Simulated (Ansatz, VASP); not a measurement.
**Hf in VASP and in Ansatz**

```xyz
1
Lattice="-1.8288 1.8288 1.8288 1.8288 -1.8288 1.8288 1.8288 1.8288 -1.8288" Properties=species:S:1:pos:R:3 pbc="T T T"
Hf    0.0000    0.0000    0.0000
```

Change from the starting cell: volume scaled by 1.04, crystal datasets.

Alike in both runs: task electric field gradients; functional PBEsol; k mesh 16 × 16 × 16; occupations fermi-dirac, width 0.08 eV; no spin polarisation.

```csv
,VASP,Ansatz
version,VASP 6.6.1,Ansatz 0.2.0
potentials or method,"VASP PAW PBE potentials, release 64 (Hf_pv), cutoff 520 eV","all-electron PAW with datasets made for the crystal, scalar-relativistic"
```

```csv
,VASP,Ansatz,Ansatz less VASP
pressure (GPa),-11.9,-11.6,+0.33
```

VASP's potentials were made for PBE, not for PBEsol. Ansatz ran all-electron here, and VASP with PAW potentials.

Neither program's run includes spin-orbit coupling.
